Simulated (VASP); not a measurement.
# GaN (I-4m2) in VASP: further runs

GaN is run at these levels: r2SCAN; tasks: single point.

All numbers are computed with VASP 6.6.1; they aren't measurements. Logs are shortened: lines on timing, memory, paths and dates and some standing lists are left out, and cuts for length are marked.

## (1) The cell of the first run

Symmetry: I-4m2, No. 119, tetragonal system. The conventional cell has a = 3.117 Å, b = 3.117 Å, c = 4.592 Å, α = 90.00°, β = 90.00°, γ = 90.00°. Ga (site symmetry -4m2) has 4 N at 1.94 Å within 2.6 Å. Within 2.6 Å of N (site symmetry -4m2) lie 4 Ga at 1.94 Å.

## (2) Single point, r2SCAN (film at in-plane strain -0.02)

POSCAR reads:

```
GaN
1.0
    2.2039661346      2.2039661346      0.0000000000
   -2.2039661346      2.2039661346      0.0000000000
    0.0000000000      2.2039661346      2.2958377379
Ga N
1 1
Direct
    0.0000000000      0.0000000000      0.0000000000
    0.2500000000      0.7500000000      0.5000000000
```

INCAR.step1 reads:

```
ALGO     = Normal         # electronic algorithm
EDIFF    = 1E-4           # SCF threshold, eV
ENCUT    = 520            # plane-wave cutoff, eV
GGA      = PE             # functional
ISMEAR   = 0              # smearing method
LASPH    = True           # aspherical terms in the spheres
LCHARG   = False          # write CHGCAR
LREAL    = False          # projectors in reciprocal space
LWAVE    = True           # write WAVECAR
NBANDS   = 16             # bands
NELM     = 100            # most SCF steps
PREC     = Accurate       # precision mode
SIGMA    = 0.01           # smearing width, eV
```

INCAR.step2 reads:

```
ALGO     = Normal         # electronic algorithm
EDIFF    = 1E-6           # SCF threshold, eV
ENCUT    = 520            # plane-wave cutoff, eV
ISIF     = 2              # what is computed and relaxed
ISMEAR   = 0              # smearing method
ISTART   = 1            
LASPH    = True           # aspherical terms in the spheres
LCHARG   = False          # write CHGCAR
LMIXTAU  = True         
LREAL    = False          # projectors in reciprocal space
LWAVE    = False          # write WAVECAR
METAGGA  = R2SCAN         # meta-GGA
NBANDS   = 16             # bands
NELM     = 100            # most SCF steps
PREC     = Accurate       # precision mode
SIGMA    = 0.01           # smearing width, eV
```

KPOINTS reads:

```
k-points
0
Gamma
  10 10 10
```

Potentials or basis: VASP PAW PBE potentials, release 64 (Ga_d, N).

Launch:

```sh
$ cat potpaw_PBE.64/Ga_d/POTCAR potpaw_PBE.64/N/POTCAR > POTCAR
$ cp INCAR.step1 INCAR
$ mpirun -np 1 vasp_std > vasp.out
$ cp INCAR.step2 INCAR
$ mpirun -np 1 vasp_std > vasp.out
```

OUTCAR:

```text
EDIFF = 1E-6
   ENCUT = 520
   ISIF = 2
   ISMEAR = 0
   ISTART = 1
   LASPH = True
   LREAL = False
   METAGGA = R2SCAN
   NELM = 100
   PREC = Accurate

 ion  position               nearest neighbor table
   1  0.000  0.000  0.000-   2 1.94   2 1.94   2 1.94   2 1.94
   2  0.250  0.750  0.500-   1 1.94   1 1.94   1 1.94   1 1.94

  LATTYP: Found a body centered tetragonal cell.
 ALAT       =     3.1168787986
 C/A-ratio  =     1.4731645895

  Lattice vectors:

 A1 = (   2.2039661346,   0.0000000000,  -2.2958377379)
 A2 = (  -2.2039661346,   0.0000000000,  -2.2958377379)
 A3 = (   0.0000000000,   2.2039661346,   2.2958377379)

Analysis of symmetry for initial positions (statically):
=====================================================================
 Subroutine PRICEL returns:
 Original cell was already a primitive cell.

 Routine SETGRP: Setting up the symmetry group for a
 body centered tetragonal supercell.

 Subroutine GETGRP returns: Found  8 space group operations
 (whereof  8 operations were pure point group operations)
 out of a pool of 16 trial point group operations.

The static configuration has the point symmetry D_2d.

Analysis of symmetry for dynamics (positions and initial velocities):
=====================================================================
 Subroutine PRICEL returns:
 Original cell was already a primitive cell.

 Routine SETGRP: Setting up the symmetry group for a
 body centered tetragonal supercell.

 Subroutine GETGRP returns: Found  8 space group operations
 (whereof  8 operations were pure point group operations)
 out of a pool of 16 trial point group operations.

The dynamic configuration has the point symmetry D_2d.

 Subroutine INISYM returns: Found  8 space group operations
 (whereof  8 operations are pure point group operations),
 and found     1 'primitive' translations

----------------------------------------------------------------------------------------

                                     Primitive cell

  volume of cell :      22.3039

  direct lattice vectors                    reciprocal lattice vectors
     2.203966135  2.203966135  0.000000000     0.226863740  0.226863740 -0.217785426
    -2.203966135  2.203966135  0.000000000    -0.226863740  0.226863740 -0.217785426
     0.000000000  2.203966135  2.295837738     0.000000000  0.000000000  0.435570852

  length of vectors
     3.116878799  3.116878799  3.182504932     0.387769010  0.387769010  0.435570852

  position of ions in fractional coordinates (direct lattice)
     0.000000000  0.000000000  0.000000000
     0.250000000  0.750000000  0.500000000

  ion indices of the primitive-cell ions
   primitive index   ion index
                 1           1
                 2           2

----------------------------------------------------------------------------------------

 KPOINTS: k-points

Automatic generation of k-mesh.
 Grid dimensions read from file:
 generate k-points for:   10   10   10

 Generating k-lattice:

  Cartesian coordinates                     Fractional coordinates (reciprocal lattice)
     0.022686374  0.022686374 -0.021778543     0.100000000  0.000000000  0.000000000
    -0.022686374  0.022686374 -0.021778543     0.000000000  0.100000000  0.000000000
     0.000000000  0.000000000  0.043557085     0.000000000  0.000000000  0.100000000

  Length of vectors
     0.038776901  0.038776901  0.043557085

  Shift w.r.t. Gamma in fractional coordinates (k-lattice)
     0.000000000  0.000000000  0.000000000

 Subroutine IBZKPT returns following result:
 ===========================================

 Found    102 irreducible k-points:

 Following reciprocal coordinates:
            Coordinates               Weight
  0.000000  0.000000  0.000000      1.000000
  0.100000  0.000000  0.000000      8.000000
  0.200000  0.000000  0.000000      8.000000
  0.300000  0.000000  0.000000      8.000000
  0.400000  0.000000  0.000000      8.000000
  0.500000  0.000000 -0.000000      4.000000
[... 16 lines left out ...]
  0.300000  0.300000  0.000000      8.000000
  0.400000  0.300000 -0.000000     16.000000
 [... further k-points ...]
   k-points           NKPTS =    102   k-points in BZ     NKDIM =    102   number of bands    NBANDS=     16
   number of dos      NEDOS =    301   number of ions     NIONS =      2
   total plane-waves  NPLWV =  13824
   dimension x,y,z NGX =    24 NGY =   24 NGZ =   24
   dimension x,y,z NGXF=    48 NGYF=   48 NGZF=   48
   ions per type =               1   1
   NGX,Y,Z   is equivalent  to a cutoff of  12.80, 12.80, 12.54 a.u.
   NGXF,Y,Z  is equivalent  to a cutoff of  25.60, 25.60, 25.07 a.u.
 SYSTEM =  unknown system
   PREC   = accura    normal or accurate (medium, high low for compatibility)
   ISTART =      1    job   : 0-new  1-cont  2-samecut
   ICHARG =      0    charge: 1-file 2-atom 10-const
   ISPIN  =      1    spin polarized calculation?
   LNONCOLLINEAR =      F non collinear calculations
   LSORBIT =      F    spin-orbit coupling
   LASPH  =      T    aspherical Exc in radial PAW
   ENCUT  =  520.0 eV  38.22 Ry    6.18 a.u.   5.80  5.80  5.92*2*pi/ulx,y,z
   NELM   =    100;   NELMIN=  2; NELMDL=  0     # of ELM steps
   EDIFF  = 0.1E-05   stopping-criterion for ELM
   LREAL  =      F    real-space projection
   EDIFFG = 0.1E-04   stopping-criterion for IOM
   NSW    =      0    number of steps for IOM
   IBRION =     -1    ionic relax: 0-MD 1-quasi-New 2-CG
   NFREE  =      0    steps in history (QN), initial steepest desc. (CG)
   ISIF   =      2    stress and relaxation
   ISYM   =      2    0-nonsym 1-usesym 2-fastsym
   POTIM  = 0.5000    time-step for ionic-motion
   TEBEG  =    0.0;   TEEND  =   0.0 temperature during run
   PSTRESS=    0.0 pullay stress
   NELECT =      18.0000    total number of electrons
   NUPDOWN=      -1.0000    fix difference up-down
   EMIN   =  10.00;   EMAX   =-10.00  energy-range for DOS
   EFERMI =   0.00;   METHOD = LEGACY
   ISMEAR =     0;   SIGMA  =   0.01  broadening in eV -4-tet -1-fermi 0-gaus
   EFERMI_NEDOS =   21; number of points for ismear=-14 and -15
   IALGO  =     38    algorithm
   IMIX   =      4    mixing-type and parameters
     AMIX     =   0.40;   BMIX     =  1.00
     AMIX_MAG =   1.60;   BMIX_MAG =  1.00
  volume/ion in A,a.u.               =      11.15        75.26
  Fermi-wavevector in a.u.,A,eV,Ry     =   1.524188  2.880298 31.608380  2.323150
  Thomas-Fermi vector in A             =   2.632529
   LORBIT       =      0    0 simple, 1 ext, 2 COOP (PROOUT), +10 PAW based schemes
   METAGGA = R2SCAN    functional components
   LHFCALC =     F    Hartree Fock is set to
   AEXX    =    0.0000 exact exchange contribution
   IVDW    =     0    specifies the selected vdW correction
   LEPSILON=     F    determine dielectric tensor
   LRPA    =     F    only Hartree local field effects (RPA)
 non-spin polarized calculation
 Gauss-broadening in eV      SIGMA  =   0.01
  energy-cutoff  :      520.00
  volume of cell :       22.30
 maximum number of plane-waves:       617
   NGX = 11   NGY = 11   NGZ = 11

 number of electron      18.0000013 magnetization

 Free energy of the ion-electron system (eV)
  ---------------------------------------------------
  ext. energy  EPLUGINS =         0.00000000
  ---------------------------------------------------
  free energy    TOTEN  =       -21.87672903 eV

  energy without entropy =      -21.87672903  energy(sigma->0) =      -21.87672903

 E-fermi :   5.4572     XC(G=0): -12.7895

 val. band max:        5.3708345831   @ k =   0.0000   0.0000   0.0000
 cond. band min:       7.5878011513   @ k =   0.0000   0.0000   0.0000
 fundamental gap:      2.2169665682
 Fermi energy:         5.4572195645

 k-point     1 :       0.0000    0.0000    0.0000
  band No.  band energies     occupation
      1     -11.6518      2.00000
      2      -8.5856      2.00000
      3      -8.5388      2.00000
      4      -8.5388      2.00000
      5      -8.1776      2.00000
      6      -8.1753      2.00000
[... 8 lines left out ...]
     15      24.3327      0.00000
     16      25.2330      0.00000

 k-point     2 :       0.1000    0.0000    0.0000
  band No.  band energies     occupation
      1     -11.5353      2.00000
      2      -8.5634      2.00000
      3      -8.5237      2.00000
      4      -8.5069      2.00000
      5      -8.1777      2.00000
      6      -8.1775      2.00000
[... 8 lines left out ...]
     15      24.2612      0.00000
     16      24.2736      0.00000

 k-point     3 :       0.2000    0.0000    0.0000
  band No.  band energies     occupation
      1     -11.2349      2.00000
      2      -8.5209      2.00000
      3      -8.4877      2.00000
      4      -8.3571      2.00000
      5      -8.1799      2.00000
      6      -8.1713      2.00000
[... 8 lines left out ...]
     15      23.2716      0.00000
     16      23.2946      0.00000

 k-point     4 :       0.3000    0.0000    0.0000
  band No.  band energies     occupation
      1     -10.8929      2.00000
      2      -8.4871      2.00000
      3      -8.4537      2.00000
      4      -8.1711      2.00000
      5      -8.1576      2.00000
      6      -7.9762      2.00000
[... 8 lines left out ...]
     15      23.6579      0.00000
     16      23.6804      0.00000

 k-point     5 :       0.4000    0.0000    0.0000
  band No.  band energies     occupation
      1     -10.6635      2.00000
      2      -8.4715      2.00000
      3      -8.4372      2.00000
      4      -8.1521      2.00000
      5      -8.1278      2.00000
      6      -7.3944      2.00000
[... 8 lines left out ...]
     15      25.1242      0.00000
     16      25.3232      0.00000

 k-point     6 :       0.5000    0.0000   -0.0000
  band No.  band energies     occupation
      1     -10.5906      2.00000
      2      -8.4681      2.00000
      3      -8.4335      2.00000
      4      -8.1420      2.00000
      5      -8.1142      2.00000
      6      -7.0431      2.00000
[... 8 lines left out ...]
     15      26.2859      0.00000
     16      26.5002      0.00000
[... 267 lines left out ...]
 k-point    21 :      -0.3000    0.2000    0.0000
  band No.  band energies     occupation
      1     -10.8367      2.00000
      2      -8.4339      2.00000
      3      -8.4023      2.00000
      4      -8.3288      2.00000
      5      -8.1334      2.00000
      6      -7.9594      2.00000
[... 8 lines left out ...]
     15      26.3288      0.00000
     16      27.7374      0.00000

 k-point    22 :      -0.2000    0.2000    0.0000
  band No.  band energies     occupation
      1     -11.0930      2.00000
      2      -8.4693      2.00000
      3      -8.4383      2.00000
      4      -8.3989      2.00000
      5      -8.1667      2.00000
      6      -8.1355      2.00000
[... 8 lines left out ...]
     15      26.3739      0.00000
     16      27.5279      0.00000

 k-point    23 :       0.3000    0.3000    0.0000
  band No.  band energies     occupation
      1     -10.4602      2.00000
      2      -8.4234      2.00000
      3      -8.3407      2.00000
      4      -8.2180      2.00000
      5      -8.1645      2.00000
      6      -6.7917      2.00000
[... 8 lines left out ...]
     15      24.0997      0.00000
     16      29.3337      0.00000

 k-point    24 :       0.4000    0.3000   -0.0000
  band No.  band energies     occupation
      1     -10.4063      2.00000
      2      -8.4163      2.00000
      3      -8.3049      2.00000
      4      -8.2452      2.00000
      5      -8.1353      2.00000
      6      -6.5416      2.00000
[... 8 lines left out ...]
     15      26.1534      0.00000
     16      29.4713      0.00000

 [... further k-points ...]
[... 5 lines left out ...]
  --------------------------------------------------------------------------------------
  -------------------------------------------------------------------------------------
  Total        0.9728526      0.9728526      0.1741299      0.0000000      0.0000000      0.0000000
  in kB       69.8838146     69.8838146     12.5084299      0.0000000      0.0000000      0.0000000
  external PRESSURE =      50.7586864 kB  Pullay stress =       0.0000000 kB

 VOLUME and BASIS-vectors are now :
 -----------------------------------------------------------------------------
  energy-cutoff  :      520.00
  volume of cell :       22.30
      direct lattice vectors                 reciprocal lattice vectors
     2.203966135  2.203966135  0.000000000     0.226863740  0.226863740 -0.217785426
    -2.203966135  2.203966135  0.000000000    -0.226863740  0.226863740 -0.217785426
     0.000000000  2.203966135  2.295837738     0.000000000  0.000000000  0.435570852

 POSITION                                       TOTAL-FORCE (eV/Angst)
 -----------------------------------------------------------------------------------
      0.00000      0.00000      0.00000        -0.000000     -0.000000      0.000000
     -1.10198      3.30595      1.14792         0.000000      0.000000      0.000000
 -----------------------------------------------------------------------------------
    total drift:                                0.000035      0.000000     -0.000000

  FREE ENERGIE OF THE ION-ELECTRON SYSTEM (eV)
  ---------------------------------------------------
  free  energy   TOTEN  =       -21.8767290328 eV

  energy  without entropy=      -21.8767290328  energy(sigma->0) =      -21.87672903
```

It took 69 s on 1 thread of Intel Xeon 6975P-C, shared host; peak memory 0.17 GiB.

Results:

| Quantity | Value |
| --- | --- |
| Free energy | -21.8767 eV |
| Pressure | 5.1 GPa |
| Band gap on the k mesh | 2.22 eV, direct |

Caveat: the cell differs from its parent crystal (film at in-plane strain -0.02); the PAW data sets were made with another functional, which shifts forces and pressure a little.

## (3) Single point, r2SCAN (in-plane strain -0.01)

POSCAR reads:

```
GaN
1.0
    2.2264555850      2.2264555850      0.0000000000
   -2.2264555850      2.2264555850      0.0000000000
    0.0000000000      2.2264555850      2.2624387056
Ga N
1 1
Direct
    0.0000000000      0.0000000000      0.0000000000
    0.2500000000      0.7500000000      0.5000000000
```

INCAR.step1 reads:

```
PREC = Accurate
ENCUT = 520
ISMEAR = 0
SIGMA = 0.01
LREAL = False
LASPH = True
NELM = 100
NBANDS = 16
GGA = PE
ALGO = Normal
EDIFF = 1E-4
LWAVE = True
LCHARG = False
```

INCAR.step2 reads:

```
PREC = Accurate
ENCUT = 520
EDIFF = 1E-6
ISMEAR = 0
SIGMA = 0.01
LREAL = False
LASPH = True
NELM = 100
ALGO = Normal
ISIF = 2
LWAVE = False
LCHARG = False
METAGGA = R2SCAN
LMIXTAU = True
NBANDS = 16
ISTART = 1
```

KPOINTS reads:

```
regular mesh
0
Gamma
  10 10 10
```

Potentials or basis: VASP PAW PBE potentials, release 64 (Ga_d, N).

Launch:

```sh
$ cat potpaw_PBE.64/Ga_d/POTCAR potpaw_PBE.64/N/POTCAR > POTCAR
$ cp INCAR.step1 INCAR
$ mpirun -np 1 vasp_std > vasp.out
$ cp INCAR.step2 INCAR
$ mpirun -np 1 vasp_std > vasp.out
```

OUTCAR:

```text
PREC = Accurate
   ENCUT = 520
   EDIFF = 1E-6
   ISMEAR = 0
   LREAL = False
   LASPH = True
   NELM = 100
   ISIF = 2
   METAGGA = R2SCAN
   ISTART = 1

 ion  position               nearest neighbor table
   1  0.000  0.000  0.000-   2 1.94   2 1.94   2 1.94   2 1.94
   2  0.250  0.750  0.500-   1 1.94   1 1.94   1 1.94   1 1.94

  LATTYP: Found a body centered tetragonal cell.
 ALAT       =     3.1486836843
 C/A-ratio  =     1.4370695392

  Lattice vectors:

 A1 = (   2.2264555850,   0.0000000000,  -2.2624387056)
 A2 = (  -2.2264555850,   0.0000000000,  -2.2624387056)
[... 625 lines left out ...]
      4      -8.3006      2.00000
      5      -8.2001      2.00000
      6      -6.6198      2.00000
[... 8 lines left out ...]
     15      26.1148      0.00000
     16      29.3401      0.00000

 [... further k-points ...]
[... 5 lines left out ...]
  --------------------------------------------------------------------------------------
  -------------------------------------------------------------------------------------
  Total        0.6543511      0.6543511      0.3519318      0.0000000     -0.0000000     -0.0000000
  in kB       46.7397653     46.7397653     25.1381994      0.0000000     -0.0000000     -0.0000000
  external PRESSURE =      39.5392433 kB  Pullay stress =       0.0000000 kB

 VOLUME and BASIS-vectors are now :
 -----------------------------------------------------------------------------
  energy-cutoff  :      520.00
  volume of cell :       22.43
      direct lattice vectors                 reciprocal lattice vectors
     2.226455585  2.226455585  0.000000000     0.224572187  0.224572187 -0.221000462
    -2.226455585  2.226455585  0.000000000    -0.224572187  0.224572187 -0.221000462
     0.000000000  2.226455585  2.262438706     0.000000000  0.000000000  0.442000925

 POSITION                                       TOTAL-FORCE (eV/Angst)
 -----------------------------------------------------------------------------------
      0.00000      0.00000      0.00000         0.000000     -0.000000      0.000000
     -1.11323      3.33968      1.13122        -0.000000      0.000000      0.000000
 -----------------------------------------------------------------------------------
    total drift:                                0.000032     -0.000000      0.000000

  FREE ENERGIE OF THE ION-ELECTRON SYSTEM (eV)
  ---------------------------------------------------
  free  energy   TOTEN  =       -21.8894583906 eV

  energy  without entropy=      -21.8894583906  energy(sigma->0) =      -21.88945839
```

OUTCAR.step1:

```text
PREC = Accurate
   ENCUT = 520
   ISMEAR = 0
   LREAL = False
   LASPH = True
[... 678 lines left out ...]
      0.00000      0.00000      0.00000         0.000000     -0.000000      0.000000
     -1.11323      3.33968      1.13122        -0.000000      0.000000      0.000000
 -----------------------------------------------------------------------------------
    total drift:                                0.000002     -0.000000      0.000000

  FREE ENERGIE OF THE ION-ELECTRON SYSTEM (eV)
  ---------------------------------------------------
  free  energy   TOTEN  =       -12.1213058461 eV

  energy  without entropy=      -12.1213058461  energy(sigma->0) =      -12.12130585
```

OSZICAR.step1:

```text
N       E                     dE             d eps       ncg     rms          rms(c)
DAV:   1     0.804782057731E+02    0.80478E+02   -0.93206E+03  3736   0.204E+03
DAV:   2    -0.860624190074E+01   -0.89084E+02   -0.83657E+02  3776   0.327E+02
DAV:   3    -0.140935307648E+02   -0.54873E+01   -0.54675E+01  3760   0.694E+01
DAV:   4    -0.141542865681E+02   -0.60756E-01   -0.60749E-01  4224   0.777E+00
DAV:   5    -0.141550815523E+02   -0.79498E-03   -0.79498E-03  3840   0.778E-01    0.779E+00
DAV:   6    -0.121183526480E+02    0.20367E+01   -0.48799E+00  4952   0.403E+01    0.268E+00
DAV:   7    -0.121288179284E+02   -0.10465E-01   -0.33185E-01  3568   0.653E+00    0.178E+00
DAV:   8    -0.121251326166E+02    0.36853E-02   -0.54487E-02  3856   0.331E+00    0.762E-01
DAV:   9    -0.121210730013E+02    0.40596E-02   -0.14565E-02  4952   0.282E+00    0.190E-01
DAV:  10    -0.121213999190E+02   -0.32692E-03   -0.15605E-03  3896   0.563E-01    0.890E-02
DAV:  11    -0.121212993134E+02    0.10061E-03   -0.26577E-04  3384   0.253E-01    0.951E-03
DAV:  12    -0.121213058461E+02   -0.65327E-05   -0.47146E-05  1728   0.824E-02
   1 F= -.12121306E+02 E0= -.12121306E+02  d E =-.538789E-22
```

It took 70 s on 1 thread of Intel Xeon 6975P-C, shared host; peak memory 0.17 GiB.

What came out:

```yaml
Free_energy: -21.8895 eV
Pressure: 4.0 GPa
Band_gap_on_the_k_mesh: 2.23 eV, direct
```

Caveat: the cell differs from its parent crystal (in-plane strain -0.01); the PAW data sets were made with another functional, which shifts forces and pressure a little.
